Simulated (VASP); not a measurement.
# Te (Pm-3m) in VASP: notebook

Runs on Te. Level: PBEsol. Tasks: density of states.

Program: VASP 6.6.1. These are calculated values, not measurements. Logs are shortened: lines on timing, memory, paths and dates and some standing lists are left out, and cuts for length are marked.

## (1) The cell of the first run

Symmetry: Pm-3m, No. 221, cubic system. The conventional cell has a = 2.378 Å, b = 2.378 Å, c = 2.378 Å, α = 90.00°, β = 90.00°, γ = 90.00°. Te (site symmetry m-3m) has 6 Te at 2.38 Å within 3.1 Å.

## (2) Density of states, PBEsol (volume scaled by 0.43)

The input, POSCAR:

```
Te
1.0
    2.3776370739      0.0000000000      0.0000000000
    0.0000000000      2.3776370739      0.0000000000
    0.0000000000      0.0000000000      2.3776370739
Te
1
Direct
    0.0000000000      0.0000000000      0.0000000000
```

The input, INCAR.step1:

```
SYSTEM = Te
ALGO = Normal ; EDIFF = 1E-7
ENCUT = 520 ; GGA = PS
ISIF = 2 ; ISMEAR = -1
LASPH = .TRUE. ; LCHARG = .TRUE.
LREAL = .FALSE. ; LWAVE = .FALSE.
NBANDS = 9 ; NELM = 60
PREC = Accurate ; SIGMA = 0.08
```

The input, KPOINTS.step1:

```
k-points
0
G
  13 13 13
  0 0 0
```

The input, INCAR.step2:

```
SYSTEM = Te
ALGO = Normal ; EDIFF = 1E-7
ENCUT = 520 ; GGA = PS
ICHARG = 11 ; ISIF = 2
ISMEAR = -5 ; LASPH = .TRUE.
LCHARG = .FALSE. ; LORBIT = 10
LREAL = .FALSE. ; LWAVE = .FALSE.
NEDOS = 2001 ; NELM = 60
PREC = Accurate ; SIGMA = 0.08
```

The input, KPOINTS.step2:

```
k-points
0
G
  20 20 20
  0 0 0
```

Potentials or basis: VASP PAW PBE potentials, release 64 (Te).

Started as:

```sh
$ cat potpaw_PBE.64/Te/POTCAR > POTCAR
$ cp INCAR.step1 INCAR
$ cp KPOINTS.step1 KPOINTS
$ mpirun -np 1 vasp_std > vasp.out
$ cp INCAR.step2 INCAR
$ cp KPOINTS.step2 KPOINTS
$ mpirun -np 1 vasp_std > vasp.out
```

OUTCAR:

```text
SYSTEM = Te
   EDIFF = 1E-7
   ENCUT = 520
   GGA = PS
   ICHARG = 11
   ISIF = 2
   ISMEAR = -5
   LASPH = .TRUE.
   LORBIT = 10
   LREAL = .FALSE.
   NELM = 60
   PREC = Accurate

 ion  position               nearest neighbor table
   1  0.000  0.000  0.000-

  LATTYP: Found a simple cubic cell.
 ALAT       =     2.3776370739

  Lattice vectors:

 A1 = (   2.3776370739,   0.0000000000,   0.0000000000)
 A2 = (   0.0000000000,   2.3776370739,   0.0000000000)
 A3 = (   0.0000000000,   0.0000000000,   2.3776370739)

Analysis of symmetry for initial positions (statically):
=====================================================================
 Subroutine PRICEL returns:
 Original cell was already a primitive cell.

 Routine SETGRP: Setting up the symmetry group for a
 simple cubic supercell.

 Subroutine GETGRP returns: Found 48 space group operations
 (whereof 48 operations were pure point group operations)
 out of a pool of 48 trial point group operations.

The static configuration has the point symmetry O_h .

Analysis of symmetry for dynamics (positions and initial velocities):
=====================================================================
 Subroutine PRICEL returns:
 Original cell was already a primitive cell.

 Routine SETGRP: Setting up the symmetry group for a
 simple cubic supercell.

 Subroutine GETGRP returns: Found 48 space group operations
 (whereof 48 operations were pure point group operations)
 out of a pool of 48 trial point group operations.

The dynamic configuration has the point symmetry O_h .

 Subroutine INISYM returns: Found 48 space group operations
 (whereof 48 operations are pure point group operations),
 and found     1 'primitive' translations

----------------------------------------------------------------------------------------

                                     Primitive cell

  volume of cell :      13.4412

  direct lattice vectors                    reciprocal lattice vectors
     2.377637074  0.000000000  0.000000000     0.420585636  0.000000000  0.000000000
     0.000000000  2.377637074  0.000000000     0.000000000  0.420585636  0.000000000
     0.000000000  0.000000000  2.377637074     0.000000000  0.000000000  0.420585636

  length of vectors
     2.377637074  2.377637074  2.377637074     0.420585636  0.420585636  0.420585636

  position of ions in fractional coordinates (direct lattice)
     0.000000000  0.000000000  0.000000000

  ion indices of the primitive-cell ions
   primitive index   ion index
                 1           1

----------------------------------------------------------------------------------------

 KPOINTS: k-points

Automatic generation of k-mesh.
 Grid dimensions read from file:
 generate k-points for:   20   20   20

 Generating k-lattice:

  Cartesian coordinates                     Fractional coordinates (reciprocal lattice)
     0.021029282  0.000000000  0.000000000     0.050000000  0.000000000  0.000000000
     0.000000000  0.021029282  0.000000000     0.000000000  0.050000000  0.000000000
     0.000000000  0.000000000  0.021029282     0.000000000  0.000000000  0.050000000

  Length of vectors
     0.021029282  0.021029282  0.021029282

  Shift w.r.t. Gamma in fractional coordinates (k-lattice)
     0.000000000  0.000000000  0.000000000

 TETIRR: Found   3982 inequivalent tetrahedra from    48000

 Subroutine IBZKPT returns following result:
 ===========================================

 Found    286 irreducible k-points:

 Following reciprocal coordinates:
            Coordinates               Weight
  0.000000  0.000000  0.000000      1.000000
  0.050000  0.000000  0.000000      6.000000
  0.100000  0.000000  0.000000      6.000000
  0.150000  0.000000  0.000000      6.000000
  0.200000  0.000000  0.000000      6.000000
  0.250000  0.000000  0.000000      6.000000
[... 16 lines left out ...]
  0.150000  0.100000  0.000000     24.000000
  0.200000  0.100000  0.000000     24.000000
 [... further k-points ...]
   k-points           NKPTS =    286   k-points in BZ     NKDIM =    286   number of bands    NBANDS=      7
   number of dos      NEDOS =   2001   number of ions     NIONS =      1
   total plane-waves  NPLWV =   5832
   dimension x,y,z NGX =    18 NGY =   18 NGZ =   18
   dimension x,y,z NGXF=    36 NGYF=   36 NGZF=   36
   ions per type =               1
   NGX,Y,Z   is equivalent  to a cutoff of  12.59, 12.59, 12.59 a.u.
   NGXF,Y,Z  is equivalent  to a cutoff of  25.17, 25.17, 25.17 a.u.
 SYSTEM =  Te
   PREC   = accura    normal or accurate (medium, high low for compatibility)
   ISTART =      0    job   : 0-new  1-cont  2-samecut
   ICHARG =     11    charge: 1-file 2-atom 10-const
   ISPIN  =      1    spin polarized calculation?
   LNONCOLLINEAR =      F non collinear calculations
   LSORBIT =      F    spin-orbit coupling
   LASPH  =      T    aspherical Exc in radial PAW
   ENCUT  =  520.0 eV  38.22 Ry    6.18 a.u.   4.42  4.42  4.42*2*pi/ulx,y,z
   NELM   =     60;   NELMIN=  2; NELMDL=  0     # of ELM steps
   EDIFF  = 0.1E-06   stopping-criterion for ELM
   LREAL  =      F    real-space projection
   EDIFFG = 0.1E-05   stopping-criterion for IOM
   NSW    =      0    number of steps for IOM
   IBRION =     -1    ionic relax: 0-MD 1-quasi-New 2-CG
   NFREE  =      0    steps in history (QN), initial steepest desc. (CG)
   ISIF   =      2    stress and relaxation
   ISYM   =      2    0-nonsym 1-usesym 2-fastsym
   POTIM  = 0.5000    time-step for ionic-motion
   TEBEG  =    0.0;   TEEND  =   0.0 temperature during run
   PSTRESS=    0.0 pullay stress
   NELECT =       6.0000    total number of electrons
   NUPDOWN=      -1.0000    fix difference up-down
   EMIN   =  10.00;   EMAX   =-10.00  energy-range for DOS
   EFERMI =   0.00;   METHOD = LEGACY
   ISMEAR =    -5;   SIGMA  =   0.08  broadening in eV -4-tet -1-fermi 0-gaus
   EFERMI_NEDOS =   21; number of points for ismear=-14 and -15
   IALGO  =     38    algorithm
   IMIX   =      4    mixing-type and parameters
     AMIX     =   0.40;   BMIX     =  1.00
     AMIX_MAG =   1.60;   BMIX_MAG =  1.00
  volume/ion in A,a.u.               =      13.44        90.71
  Fermi-wavevector in a.u.,A,eV,Ry     =   1.251160  2.364350 21.298595  1.565403
  Thomas-Fermi vector in A             =   2.385121
   LORBIT       =     10    0 simple, 1 ext, 2 COOP (PROOUT), +10 PAW based schemes
   GGA     = PS    functional components
   LHFCALC =     F    Hartree Fock is set to
   AEXX    =    0.0000 exact exchange contribution
   IVDW    =     0    specifies the selected vdW correction
   LEPSILON=     F    determine dielectric tensor
   LRPA    =     F    only Hartree local field effects (RPA)
 non-spin polarized calculation
 Fermi weights with tetrahedron method with Bloechl corrections
  energy-cutoff  :      520.00
  volume of cell :       13.44
 maximum number of plane-waves:       374
 NGX is ok and might be reduce to    18

 number of electron       5.9999999 magnetization

 Free energy of the ion-electron system (eV)
  ---------------------------------------------------
  ext. energy  EPLUGINS =         0.00000000
  ---------------------------------------------------
  free energy    TOTEN  =         4.30147619 eV

  energy without entropy =        4.30147619  energy(sigma->0) =        4.30147619

 E-fermi :  23.0950     XC(G=0): -13.6642

 val. band max:       23.1840092468   @ k =   0.5000   0.4500   0.4000
 cond. band min:      22.8620080881   @ k =   0.1500   0.1500   0.1500
 fundamental gap:     -0.3220011588
 Fermi energy:        23.0949910913

 k-point     1 :       0.0000    0.0000    0.0000
  band No.  band energies     occupation
      1      -1.1996      2.00000
      2      25.4380      0.00000
      3      25.4380      0.00000
      4      25.4380      0.00000
      5      29.2737      0.00000
      6      29.2737      0.00000
      7      34.9304      0.00000

 k-point     2 :       0.0500    0.0000    0.0000
  band No.  band energies     occupation
      1      -1.1277      2.00000
      2      24.4064     -0.07506
      3      25.5244      0.00000
      4      25.5244      0.00000
      5      29.3015      0.00000
      6      30.0277      0.00000
      7      35.2656      0.00000

 k-point     3 :       0.1000    0.0000    0.0000
  band No.  band energies     occupation
      1      -0.9118      2.00000
      2      22.4244      1.74484
      3      25.7811      0.00000
      4      25.7811      0.00000
      5      29.3857      0.00000
      6      31.1024      0.00000
      7      36.3410      0.00000

 k-point     4 :       0.1500    0.0000    0.0000
  band No.  band energies     occupation
      1      -0.5512      2.00000
      2      20.2403      2.00000
      3      26.1999      0.00000
      4      26.1999      0.00000
      5      29.5273      0.00000
      6      31.7941      0.00000
      7      38.0991      0.00000

 k-point     5 :       0.2000    0.0000    0.0000
  band No.  band energies     occupation
      1      -0.0449      2.00000
      2      18.0346      2.00000
      3      26.7670      0.00000
      4      26.7670      0.00000
      5      29.7286      0.00000
      6      32.1959      0.00000
      7      39.2723      0.00000

 k-point     6 :       0.2500    0.0000    0.0000
  band No.  band energies     occupation
      1       0.6075      2.00000
      2      15.8740      2.00000
      3      27.4622      0.00000
      4      27.4622      0.00000
      5      29.9923      0.00000
      6      32.4600      0.00000
      7      37.9022      0.00000

 k-point     7 :       0.3000    0.0000    0.0000
  band No.  band energies     occupation
      1       1.4047      2.00000
      2      13.7977      2.00000
      3      28.2569      0.00000
      4      28.2569      0.00000
      5      30.3205      0.00000
      6      32.6577      0.00000
      7      36.6498      0.00000
[... 121 lines left out ...]
 k-point    20 :       0.4500    0.0500    0.0000
  band No.  band energies     occupation
      1       4.5447      2.00000
      2       8.5745      2.00000
      3      29.4469      0.00000
      4      30.7146      0.00000
      5      31.6607      0.00000
      6      32.6286      0.00000
      7      34.2001      0.00000

 k-point    21 :       0.5000    0.0500    0.0000
  band No.  band energies     occupation
      1       5.1713      2.00000
      2       7.7956      2.00000
      3      29.8774      0.00000
      4      30.9939      0.00000
      5      31.3705      0.00000
      6      32.7065      0.00000
      7      34.0610      0.00000

 k-point    22 :       0.1000    0.1000    0.0000
  band No.  band energies     occupation
      1      -0.6243      2.00000
      2      22.3416      1.97256
      3      23.1366      0.22619
      4      26.1258      0.00000
      5      30.3144      0.00000
      6      32.6178      0.00000
      7      37.2633      0.00000

 k-point    23 :       0.1500    0.1000    0.0000
  band No.  band energies     occupation
      1      -0.2640      2.00000
      2      20.4596      2.00000
      3      23.1985      0.53050
      4      26.5464      0.00000
      5      30.5591      0.00000
      6      33.5929      0.00000
      7      38.3597      0.00000

 k-point    24 :       0.2000    0.1000    0.0000
  band No.  band energies     occupation
      1       0.2415      2.00000
      2      18.2835      2.00000
      3      23.6669      0.32402
      4      27.1163      0.00000
      5      30.8036      0.00000
      6      34.1558      0.00000
      7      37.4916      0.00000

 [... further k-points ...]
[... 5 lines left out ...]
  --------------------------------------------------------------------------------------
  -------------------------------------------------------------------------------------
  Total       24.4745923     24.4745923     24.4745923     -0.0000000     -0.0000000      0.0000000
  in kB     2917.3555203   2917.3555203   2917.3555203     -0.0000000     -0.0000000      0.0000000
  external PRESSURE =    2917.3555203 kB  Pullay stress =       0.0000000 kB

 VOLUME and BASIS-vectors are now :
 -----------------------------------------------------------------------------
  energy-cutoff  :      520.00
  volume of cell :       13.44
      direct lattice vectors                 reciprocal lattice vectors
     2.377637074  0.000000000  0.000000000     0.420585636  0.000000000  0.000000000
     0.000000000  2.377637074  0.000000000     0.000000000  0.420585636  0.000000000
     0.000000000  0.000000000  2.377637074     0.000000000  0.000000000  0.420585636

 POSITION                                       TOTAL-FORCE (eV/Angst)
 -----------------------------------------------------------------------------------
      0.00000      0.00000      0.00000         0.000000      0.000000      0.000000
 -----------------------------------------------------------------------------------
    total drift:                               -0.000000      0.000000      0.000000

  FREE ENERGIE OF THE ION-ELECTRON SYSTEM (eV)
  ---------------------------------------------------
  free  energy   TOTEN  =         4.3014761889 eV

  energy  without entropy=        4.3014761889  energy(sigma->0) =        4.30147619

 total charge

# of ion       s       p       d       tot
------------------------------------------
    1        1.462   2.372   0.533   4.367
```

It took 9.7 s on 1 thread of Intel Xeon 6975P-C (Granite Rapids), shared host; peak memory 0.13 GiB.

What came out:

- Valence electrons inside the program's atomic spheres: Te 4.37

Caveat: the cell differs from its parent crystal (volume scaled by 0.43); the PAW data sets were made with another functional, which shifts forces and pressure a little; spin-orbit coupling is left out, which moves the levels of the heavy elements; tetrahedron occupations give inexact forces and stress in metals.

## (3) Density of states, PBEsol

This run uses another cell than the first one, of 31.26 Å³/atom, 2.326 times its volume.

The input, POSCAR:

```
Te
1.0
    3.1500884291      0.0000000000      0.0000000000
    0.0000000000      3.1500884291      0.0000000000
    0.0000000000      0.0000000000      3.1500884291
Te
1
Direct
    0.0000000000      0.0000000000      0.0000000000
```

The input, INCAR.step1:

```
SYSTEM = Te
PREC = Accurate ; ENCUT = 520
EDIFF = 1E-6 ; ISMEAR = -1
SIGMA = 0.08 ; LREAL = .False.
LASPH = .True. ; NELM = 100
ALGO = Normal ; ISIF = 2
LWAVE = .False. ; LCHARG = .True.
GGA = PS ; NBANDS = 9
```

The input, KPOINTS.step1:

```
Automatic mesh
0
Gamma
  13 13 13
  0 0 0
```

The input, INCAR.step2:

```
SYSTEM = Te
PREC = Accurate ; ENCUT = 520
EDIFF = 1E-6 ; ISMEAR = -5
SIGMA = 0.08 ; LREAL = .False.
LASPH = .True. ; NELM = 100
ALGO = Normal ; ISIF = 2
LWAVE = .False. ; LCHARG = .False.
GGA = PS ; LORBIT = 11
NEDOS = 1001 ; ICHARG = 11
```

The input, KPOINTS.step2:

```
Automatic mesh
0
Gamma
  20 20 20
  0 0 0
```

Potentials or basis: VASP PAW PBE potentials, release 64 (Te).

Started as:

```sh
$ cat potpaw_PBE.64/Te/POTCAR > POTCAR
$ cp INCAR.step1 INCAR
$ cp KPOINTS.step1 KPOINTS
$ mpirun -np 1 vasp_std > vasp.out
$ cp INCAR.step2 INCAR
$ cp KPOINTS.step2 KPOINTS
$ mpirun -np 1 vasp_std > vasp.out
```

Wall time 13 s (1 thread of Intel Xeon Platinum 8481C at 2.70GHz (Sapphire Rapids), shared host); peak memory 0.18 GiB.

The run converged. Its results:

```yaml
Valence_electrons_inside_the_program's_atomic_spheres: Te 3.27
```

Levels at points of the mesh, in eV from the Fermi level:
```tsv
k point	band 1	band 2	band 3	band 4	band 5	band 6
(0.00, 0.00, 0.00)	-13.99	1.22	1.22	1.22	5.97	5.97
(0.50, 0.00, 0.00)	-12.13	-6.35	2.70	2.70	7.86	9.60
(0.50, 0.50, 0.00)	-10.21	-4.67	-4.67	1.82	4.14	11.10
(0.50, 0.50, 0.50)	-8.18	-3.13	-3.13	-3.13	4.25	4.25
```

Caveat: the PAW data sets were made with another functional, which shifts forces and pressure a little; spin-orbit coupling is left out, which moves the levels of the heavy elements; tetrahedron occupations give inexact forces and stress in metals.
